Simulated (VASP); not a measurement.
Input of a VASP 6.6.1 run:

File INCAR:

```
PREC     = Accurate       # precision mode
ENCUT    = 520            # plane-wave cutoff, eV
EDIFF    = 1E-7           # SCF threshold, eV
ISMEAR   = -1             # smearing method
SIGMA    = 0.05           # smearing width, eV
LREAL    = False          # projectors in reciprocal space
LASPH    = True           # aspherical terms in the spheres
NELM     = 60             # most SCF steps
ALGO     = Normal         # electronic algorithm
ISIF     = 2              # what is computed and relaxed
LWAVE    = False          # write WAVECAR
LCHARG   = True           # write CHGCAR
GGA      = PE             # functional
LELF     = True           # ELF
LVHAR    = True         
NBANDS   = 22             # bands
```

KPOINTS

```
regular mesh
0
Gamma
  6 6 6
```

POSCAR

```
InSb3
1.0
    4.8112273397      0.0000000000      0.0000000000
    0.0000000000      4.8112273397      0.0000000000
    0.0000000000      0.0000000000      4.8112273397
Sb In
3 1
Direct
    0.5000000000      0.5000000000      0.0000000000
    0.0000000000      0.5000000000      0.5000000000
    0.5000000000      0.0000000000      0.5000000000
    0.0000000000      0.0000000000      0.0000000000
```

Potentials or basis: VASP PAW PBE potentials, release 64 (Sb, In_d).

The run is started by

```bash
$ cat potpaw_PBE.64/Sb/POTCAR potpaw_PBE.64/In_d/POTCAR > POTCAR
$ mpirun -np 1 vasp_std > vasp.out
```

Q: Predict the band gap on the k mesh.

A: Zero (bands 14 and 15 overlap by 4.60 eV).

Q: Estimate the pressure.

A: -0.1 GPa.

Caveat: spin-orbit coupling is left out, which moves the levels of the heavy elements.
